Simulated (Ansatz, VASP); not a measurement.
# NaF in VASP and in Ansatz

The input INCAR:

```
PREC = Accurate ; ENCUT = 520
EDIFF = 1E-6 ; ISMEAR = 0
SIGMA = 0.01 ; LREAL = F
LASPH = T ; NELM = 100
ALGO = Normal ; ISIF = 2
LWAVE = F ; LCHARG = F
GGA = CA ; NBANDS = 14
```

KPOINTS

```
Automatic mesh
0
Gamma
  10 10 10
```

File POSCAR:

```
NaF
1.0
    0.0000000000      2.3200000000      2.3200000000
    2.3200000000      0.0000000000      2.3200000000
    2.3200000000      2.3200000000      0.0000000000
Na F
1 1
Direct
    0.0000000000      0.0000000000      0.0000000000
    0.5000000000      0.5000000000      0.5000000000
```

File input.yaml:

```yaml
crystal:
  lattice:
    - [0.0, 2.32, 2.32]
    - [2.32, 0.0, 2.32]
    - [2.32, 2.32, 0.0]
  atoms:
    - { symbol: Na, position: [0.0, 0.0, 0.0] }
    - { symbol: F, position: [0.5, 0.5, 0.5] }
kpoints:
  mp_grid: { grid: [10, 10, 10] }
  band_path:
    path:
      - [0.0, 0.0, 0.0]
      - [0.5, 0.0, 0.5]
      - [0.625, 0.25, 0.625]
      - [0.375, 0.375, 0.75]
      - [0.5, 0.5, 0.5]
      - [0.5, 0.25, 0.75]
    npoints: 1
hamiltonian:
  xc: lda
scf:
  occupations: { method: fixed }
  n_extra_bands: 4
output:
  forces: true
  stress: true
  eigenvalues: true
  write_density: true
  write_potential: true
  elf: true
  volumetric_format: npy
```

Alike in both runs: functional LDA; k mesh 10 × 10 × 10; no spin polarisation.

|  | VASP | Ansatz |
| --- | --- | --- |
| version | VASP 6.6.1 | Ansatz 0.2.0 |
| potentials or method | VASP PAW LDA potentials, release 64 (Na_pv, F) | Ansatz PAW |
| plane-wave cutoff (eV) | 520 | 420 |
| occupations | gaussian, width 0.01 eV | fixed |
| valence electrons in the cell | 14 | 16 |
| task | single point | band structure |

VASP gave:

* gap on the k mesh at the Fermi level (eV): 5.94
* least direct gap on the mesh (eV): 5.94
* pressure (GPa): -4.6

Estimate Ansatz's values.

gap on the k mesh at the Fermi level (eV): 5.96; least direct gap on the mesh (eV): 5.96; pressure (GPa): -4.5.

LDA's correlation is that of Perdew and Zunger in VASP and of Perdew and Wang (1992) in Ansatz. VASP's potentials hold 14 valence electrons a cell and Ansatz's 16, so a difference there can come from the potentials and not from the codes.
